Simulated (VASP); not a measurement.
# BAs (I-4m2) in VASP: further runs

The runs below take BAs through single point, with LDA, PBE.

Program: VASP 6.6.1. These are calculated values, not measurements. Logs are shortened: lines on timing, memory, paths and dates and some standing lists are left out, and cuts for length are marked.

## Step 1: The cell of the first run

Symmetry: I-4m2, No. 119, tetragonal system. Conventional cell: a = 3.108 Å, b = 3.108 Å, c = 4.777 Å, α = 90.00°, β = 90.00°, γ = 90.00°. Within 2.6 Å of B (site symmetry -4m2) lie 4 As at 1.96 Å. Within 2.6 Å of As (site symmetry -4m2) lie 4 B at 1.96 Å.

## Step 2: Single point, LDA (strain -0.080 along x and y, +0.000 along z)

Input file INCAR:

```
PREC = Accurate ; ENCUT = 520
EDIFF = 1E-7 ; ISMEAR = 0
SIGMA = 0.05 ; LREAL = F
LASPH = T ; NELM = 60
ALGO = Normal ; ISIF = 2
LWAVE = F ; LCHARG = T
GGA = CA ; LELF = T
LVHAR = T ; NBANDS = 11
```

Input file KPOINTS:

```
regular mesh
0
Gamma
  10 10 10
```

Input file POSCAR:

```
BAs
1.0
    0.0000000000      2.1974200000      2.3885000000
    2.1974200000      0.0000000000      2.3885000000
    2.1974200000      2.1974200000      0.0000000000
B As
1 1
Direct
    0.0000000000      0.0000000000      0.0000000000
    0.7500000000      0.7500000000      0.7500000000
```

Potentials or basis: VASP PAW LDA potentials, release 64 (B, As).

Started as:

```console
$ cat potpaw_LDA.64/B/POTCAR potpaw_LDA.64/As/POTCAR > POTCAR
$ mpirun -np 1 vasp_std > vasp.out
```

OUTCAR:

```text
PREC = Accurate
   ENCUT = 520
   EDIFF = 1E-7
   ISMEAR = 0
   LREAL = F
   LASPH = T
   NELM = 60
   ISIF = 2
   GGA = CA

 ion  position               nearest neighbor table
   1  0.000  0.000  0.000-   2 1.96   2 1.96   2 1.96   2 1.96
   2  0.750  0.750  0.750-   1 1.96   1 1.96   1 1.96   1 1.96

  LATTYP: Found a body centered tetragonal cell.
 ALAT       =     3.1076211662
 C/A-ratio  =     1.5371886548

  Lattice vectors:

 A1 = (  -2.1974200000,   0.0000000000,   2.3885000000)
 A2 = (   2.1974200000,   0.0000000000,   2.3885000000)
 A3 = (   0.0000000000,   2.1974200000,  -2.3885000000)

Analysis of symmetry for initial positions (statically):
=====================================================================
 Subroutine PRICEL returns:
 Original cell was already a primitive cell.

 Routine SETGRP: Setting up the symmetry group for a
 body centered tetragonal supercell.

 Subroutine GETGRP returns: Found  8 space group operations
 (whereof  8 operations were pure point group operations)
 out of a pool of 16 trial point group operations.

The static configuration has the point symmetry D_2d.

Analysis of symmetry for dynamics (positions and initial velocities):
=====================================================================
 Subroutine PRICEL returns:
 Original cell was already a primitive cell.

 Routine SETGRP: Setting up the symmetry group for a
 body centered tetragonal supercell.

 Subroutine GETGRP returns: Found  8 space group operations
 (whereof  8 operations were pure point group operations)
 out of a pool of 16 trial point group operations.

The dynamic configuration has the point symmetry D_2d.

 Subroutine INISYM returns: Found  8 space group operations
 (whereof  8 operations are pure point group operations),
 and found     1 'primitive' translations

----------------------------------------------------------------------------------------

                                     Primitive cell

  volume of cell :      23.0665

  direct lattice vectors                    reciprocal lattice vectors
     0.000000000  2.197420000  2.388500000    -0.227539569  0.227539569  0.209336404
     2.197420000  0.000000000  2.388500000     0.227539569 -0.227539569  0.209336404
     2.197420000  2.197420000  0.000000000     0.227539569  0.227539569 -0.209336404

  length of vectors
     3.245548784  3.245548784  3.107621166     0.383888318  0.383888318  0.383888318

[... 82 lines left out ...]
   EDIFFG = 0.1E-05   stopping-criterion for IOM
   NSW    =      0    number of steps for IOM
   IBRION =     -1    ionic relax: 0-MD 1-quasi-New 2-CG
   NFREE  =      0    steps in history (QN), initial steepest desc. (CG)
   ISIF   =      2    stress and relaxation
   ISYM   =      2    0-nonsym 1-usesym 2-fastsym
   POTIM  = 0.5000    time-step for ionic-motion
   TEBEG  =    0.0;   TEEND  =   0.0 temperature during run
   PSTRESS=    0.0 pullay stress
   NELECT =       8.0000    total number of electrons
   NUPDOWN=      -1.0000    fix difference up-down
   EMIN   =  10.00;   EMAX   =-10.00  energy-range for DOS
   EFERMI =   0.00;   METHOD = LEGACY
   ISMEAR =     0;   SIGMA  =   0.05  broadening in eV -4-tet -1-fermi 0-gaus
   EFERMI_NEDOS =   21; number of points for ismear=-14 and -15
   IALGO  =     38    algorithm
   IMIX   =      4    mixing-type and parameters
     AMIX     =   0.40;   BMIX     =  1.00
     AMIX_MAG =   1.60;   BMIX_MAG =  1.00
  volume/ion in A,a.u.               =      11.53        77.83
  Fermi-wavevector in a.u.,A,eV,Ry     =   1.150211  2.173585 18.000323  1.322986
  Thomas-Fermi vector in A             =   2.286877
   LORBIT       =      0    0 simple, 1 ext, 2 COOP (PROOUT), +10 PAW based schemes
   GGA     = CA    functional components
   LHFCALC =     F    Hartree Fock is set to
   AEXX    =    0.0000 exact exchange contribution
   IVDW    =     0    specifies the selected vdW correction
   LEPSILON=     F    determine dielectric tensor
   LRPA    =     F    only Hartree local field effects (RPA)
 non-spin polarized calculation
 Gauss-broadening in eV      SIGMA  =   0.05
  energy-cutoff  :      520.00
  volume of cell :       23.07
 maximum number of plane-waves:       638
   NGX = 13   NGY = 13   NGZ = 11

 number of electron       8.0000000 magnetization

 Free energy of the ion-electron system (eV)
  ---------------------------------------------------
  ext. energy  EPLUGINS =         0.00000000
  ---------------------------------------------------
  free energy    TOTEN  =       -12.55497286 eV

  energy without entropy =      -12.55497276  energy(sigma->0) =      -12.55497281

 E-fermi :   8.6395     XC(G=0): -11.4989

 val. band max:        8.5074117012   @ k =   0.0000   0.0000   0.0000
 cond. band min:       8.7776740497   @ k =   0.4000   0.0000   0.4000
 fundamental gap:      0.2702623484
 Fermi energy:         8.6395217688

 k-point     1 :       0.0000    0.0000    0.0000
  band No.  band energies     occupation
      1      -8.8175      2.00000
      2       7.5265      2.00000
      3       8.5074      1.99981
      4       8.5074      1.99981
      5      11.5465      0.00000
      6      11.5465      0.00000
      7      12.0682      0.00000
      8      14.9850      0.00000
      9      18.5131      0.00000
     10      20.3499      0.00000
     11      21.2722      0.00000
[... 309 lines left out ...]
 k-point    24 :       0.4000    0.3000    0.0000
  band No.  band energies     occupation
      1      -6.0245      2.00000
      2       0.7561      2.00000
      3       3.8024      2.00000
      4       4.6587      2.00000
      5      10.5399      0.00000
      6      12.1685      0.00000
      7      18.0547      0.00000
      8      18.4159      0.00000
      9      20.9167      0.00000
     10      25.6394      0.00000
     11      25.7227      0.00000

 [... further k-points ...]
[... 5 lines left out ...]
  --------------------------------------------------------------------------------------
  -------------------------------------------------------------------------------------
  Total        5.1675671      5.1675671      1.9442685      0.0000000      0.0000000      0.0000000
  in kB      358.9345980    358.9345980    135.0471505      0.0000000      0.0000000      0.0000000
  external PRESSURE =     284.3054488 kB  Pullay stress =       0.0000000 kB

 VOLUME and BASIS-vectors are now :
 -----------------------------------------------------------------------------
  energy-cutoff  :      520.00
  volume of cell :       23.07
      direct lattice vectors                 reciprocal lattice vectors
     0.000000000  2.197420000  2.388500000    -0.227539569  0.227539569  0.209336404
     2.197420000  0.000000000  2.388500000     0.227539569 -0.227539569  0.209336404
     2.197420000  2.197420000  0.000000000     0.227539569  0.227539569 -0.209336404

 POSITION                                       TOTAL-FORCE (eV/Angst)
 -----------------------------------------------------------------------------------
      0.00000      0.00000      0.00000        -0.000000     -0.000000     -0.000000
      3.29613      3.29613      3.58275         0.000000      0.000000      0.000000
 -----------------------------------------------------------------------------------
    total drift:                                0.000000      0.000000     -0.000000

  FREE ENERGIE OF THE ION-ELECTRON SYSTEM (eV)
  ---------------------------------------------------
  free  energy   TOTEN  =       -12.5549728649 eV

  energy  without entropy=      -12.5549727579  energy(sigma->0) =      -12.55497281
```

stdout:

```text
POSCAR found type information on POSCAR B As
 POSCAR found :  2 types and       2 ions
 scaLAPACK will be used
 LDA part: xc-table for (Slater(with rela. corr.)+CA(PZ))
 , standard interpolation
 POSCAR, INCAR and KPOINTS ok, starting setup
 FFT: planning ... GRIDC
 FFT: planning ... GRID_SOFT
 FFT: planning ... GRID
 WAVECAR not read
 entering main loop
```

Wall time 10 s (1 thread of Intel Xeon Platinum 8488C (Sapphire Rapids), shared host); peak memory 0.14 GiB.

Results:

* Free energy: -12.5550 eV
* Pressure: 28.4 GPa
* Band gap on the k mesh: 0.27 eV, indirect (least direct gap 3.04 eV)

Stress tensor (GPa, compression positive):
```
35.89  0.00  0.00
 0.00 35.89  0.00
 0.00  0.00 13.50
```

Levels at points of the mesh, in eV from the valence-band top:
| k point | band 1 | band 2 | band 3 | band 4 | band 5 | band 6 | band 7 | band 8 | band 9 |
| --- | --- | --- | --- | --- | --- | --- | --- | --- | --- |
| (0.00, 0.00, 0.00) | -17.32 | -0.98 | 0.00 | 0.00 | 3.04 | 3.04 | 3.56 | 6.48 | 10.01 |
| (0.50, 0.00, 0.00) | -13.80 | -10.39 | -3.04 | -1.82 | 2.67 | 4.98 | 5.09 | 8.76 | 13.22 |
| (0.50, 0.50, 0.00) | -12.86 | -10.25 | -4.49 | -4.49 | 1.59 | 1.73 | 12.53 | 12.53 | 13.16 |
| (0.50, 0.00, 0.50) | -11.96 | -9.46 | -5.49 | -5.32 | 0.48 | 0.57 | 11.44 | 13.04 | 13.87 |

Caveat: the cell differs from its parent crystal (strain -0.080 along x and y, +0.000 along z).

## Step 3: Single point, LDA (strain -0.040 along x and y, -0.080 along z)

Input file INCAR:

```
SYSTEM = BAs
  ALGO = Normal
  EDIFF = 1E-7
  ENCUT = 520
  ISIF = 2
  ISMEAR = 0
  LASPH = .TRUE.
  LCHARG = .FALSE.
  LREAL = .FALSE.
  LWAVE = .FALSE.
  NBANDS = 11
  NELM = 100
  PREC = Accurate
  SIGMA = 0.05
```

Input file KPOINTS:

```
k-points
0
G
  10 10 10
  0 0 0
```

Input file POSCAR:

```
BAs
1.0
    0.0000000000      2.2929600000      2.1974200000
    2.2929600000      0.0000000000      2.1974200000
    2.2929600000      2.2929600000      0.0000000000
B As
1 1
Direct
    0.0000000000      0.0000000000      0.0000000000
    0.7500000000      0.7500000000      0.7500000000
```

Potentials or basis: VASP PAW LDA potentials, release 64 (B, As).

Started as:

```console
$ cat potpaw_LDA.64/B/POTCAR potpaw_LDA.64/As/POTCAR > POTCAR
$ mpirun -np 1 vasp_std > vasp.out
```

Wall time 10 s (1 thread of Intel Xeon Platinum 8488C (Sapphire Rapids), shared host); peak memory 0.14 GiB.

Results (log left out):

* Free energy: -12.6285 eV
* Pressure: 28.1 GPa
* Band gap on the k mesh: 0.27 eV, indirect (least direct gap 3.03 eV)

Stress tensor (GPa, compression positive):
```
25.08  0.00  0.00
 0.00 25.08  0.00
 0.00  0.00 34.25
```

Levels at points of the mesh, in eV from the valence-band top:
```csv
k point,band 1,band 2,band 3,band 4,band 5,band 6,band 7,band 8,band 9
"(0.00, 0.00, 0.00)",-17.27,-0.43,-0.43,0.00,3.03,3.31,3.31,6.58,10.01
"(0.50, 0.00, 0.00)",-13.76,-10.34,-2.68,-2.11,3.28,4.42,5.09,8.72,13.42
"(0.50, 0.50, 0.00)",-11.93,-9.41,-5.40,-5.40,0.49,0.56,12.58,12.58,14.26
"(0.50, 0.00, 0.50)",-12.37,-9.83,-4.96,-4.89,1.11,1.13,12.10,12.93,13.69
```

Caveat: the cell differs from its parent crystal (strain -0.040 along x and y, -0.080 along z).

## Step 4: Single point, LDA (strain -0.080 along x and y, +0.040 along z)

Input file INCAR:

```
ALGO     = Normal         # electronic algorithm
EDIFF    = 1E-7           # SCF threshold, eV
ENCUT    = 520            # plane-wave cutoff, eV
GGA      = CA             # functional
ISIF     = 2              # what is computed and relaxed
ISMEAR   = 0              # smearing method
LASPH    = T              # aspherical terms in the spheres
LCHARG   = F              # write CHGCAR
LREAL    = F              # projectors in reciprocal space
LWAVE    = F              # write WAVECAR
NBANDS   = 11             # bands
NELM     = 80             # most SCF steps
PREC     = Accurate       # precision mode
SIGMA    = 0.05           # smearing width, eV
```

Input file KPOINTS:

```
k-points
0
Gamma
  10 10 10
```

Input file POSCAR:

```
BAs
1.0
    0.0000000000      2.1974200000      2.4840400000
    2.1974200000      0.0000000000      2.4840400000
    2.1974200000      2.1974200000      0.0000000000
B As
1 1
Direct
    0.0000000000      0.0000000000      0.0000000000
    0.7500000000      0.7500000000      0.7500000000
```

Started as:

```console
$ cat potpaw_LDA.64/B/POTCAR potpaw_LDA.64/As/POTCAR > POTCAR
$ mpirun -np 1 vasp_std > vasp.out
```

It took 17 s on 1 thread of Intel Xeon Platinum 8488C (Sapphire Rapids), shared host; peak memory 0.15 GiB.

Results (log left out):

```
Free energy : -12.5833 eV
Pressure    : 19.0 GPa
```

Stress tensor (GPa, compression positive):
```
30.18  0.00  0.00
 0.00 30.18  0.00
 0.00  0.00 -3.40
```

Levels at points of the mesh, in eV from the Fermi level:
| k point | band 1 | band 2 | band 3 | band 4 | band 5 | band 6 | band 7 | band 8 | band 9 |
| --- | --- | --- | --- | --- | --- | --- | --- | --- | --- |
| (0.00, 0.00, 0.00) | -17.07 | -1.47 | 0.01 | 0.01 | 2.80 | 2.80 | 3.55 | 5.63 | 9.65 |
| (0.50, 0.00, 0.00) | -13.69 | -10.20 | -3.38 | -1.61 | 1.86 | 5.06 | 5.08 | 8.65 | 12.54 |
| (0.50, 0.50, 0.00) | -13.05 | -10.35 | -4.17 | -4.17 | 1.82 | 2.00 | 11.88 | 11.88 | 12.25 |
| (0.50, 0.00, 0.50) | -11.80 | -9.25 | -5.59 | -5.33 | 0.21 | 0.36 | 10.36 | 12.30 | 13.04 |

Caveat: the cell differs from its parent crystal (strain -0.080 along x and y, +0.040 along z).

## Step 5: Single point, PBE

This run uses another cell than the first one, of 11.99 Å³/atom, 1.040 times its volume.

Input file INCAR:

```
ALGO = Normal
EDIFF = 1E-6
ENCUT = 520
GGA = PE
ISIF = 2
ISMEAR = 0
LASPH = True
LCHARG = False
LREAL = False
LWAVE = False
NBANDS = 11
NELM = 100
PREC = Accurate
SIGMA = 0.05
```

KPOINTS is that of step 4.

POSCAR is that of step 4.

Potentials or basis: VASP PAW PBE potentials, release 64 (B, As).

Started as:

```console
$ cat potpaw_PBE.64/B/POTCAR potpaw_PBE.64/As/POTCAR > POTCAR
$ mpirun -np 1 vasp_std > vasp.out
```

Run time: 20 s. Hardware: 1 thread of Intel Xeon Platinum 8488C (Sapphire Rapids), shared host; peak memory 0.16 GiB.

Results (log left out):

| Item | Value |
| --- | --- |
| Free energy | -10.9223 eV |
| Pressure | 27.1 GPa |
| Band gap on the k mesh | 0.04 eV, indirect (least direct gap 2.81 eV) |

Stress tensor (GPa, compression positive):
```
38.21  0.00  0.00
 0.00 38.21  0.00
 0.00  0.00  4.80
```

Levels at points of the mesh, in eV from the valence-band top:
```csv
k point,band 2,band 3,band 4,band 5,band 6,band 7
"(0.00, 0.00, 0.00)",-1.48,0.00,0.00,2.81,2.81,3.57
"(0.50, 0.00, 0.00)",-10.25,-3.40,-1.62,1.84,5.06,5.09
"(0.50, 0.50, 0.00)",-10.46,-4.19,-4.19,1.79,2.07,12.01
"(0.50, 0.00, 0.50)",-9.37,-5.61,-5.35,0.28,0.34,10.46
```

A k mesh can miss the band edges.

## Step 6: The runs side by side

| level | potentials or basis | cell | gap on the mesh (eV) | pressure (GPa) |
| --- | --- | --- | --- | --- |
| LDA | VASP PAW LDA potentials, release 64 (B, As) | a = 3.246, b = 3.246, c = 3.108 Å, angles 61.4, 61.4, 57.2°, 2 atoms | 0.27 | 28.4 |
| LDA | VASP PAW LDA potentials, release 64 (B, As) | a = 3.176, b = 3.176, c = 3.243 Å, angles 59.3, 59.3, 61.4°, 2 atoms | 0.27 | 28.1 |
| LDA | VASP PAW LDA potentials, release 64 (B, As) | a = 3.316, b = 3.316, c = 3.108 Å, angles 62.1, 62.1, 55.9°, 2 atoms | - | 19.0 |
| PBE | VASP PAW PBE potentials, release 64 (B, As) | a = 3.316, b = 3.316, c = 3.108 Å, angles 62.1, 62.1, 55.9°, 2 atoms | 0.04 | 27.1 |

Alike in all rows: task single point; no spin polarisation; k mesh 10 × 10 × 10; cutoff (eV) 520; smearing gaussian 0.05 eV.

Total energies depend on the potentials used, so only differences within one code and one set of settings carry meaning.
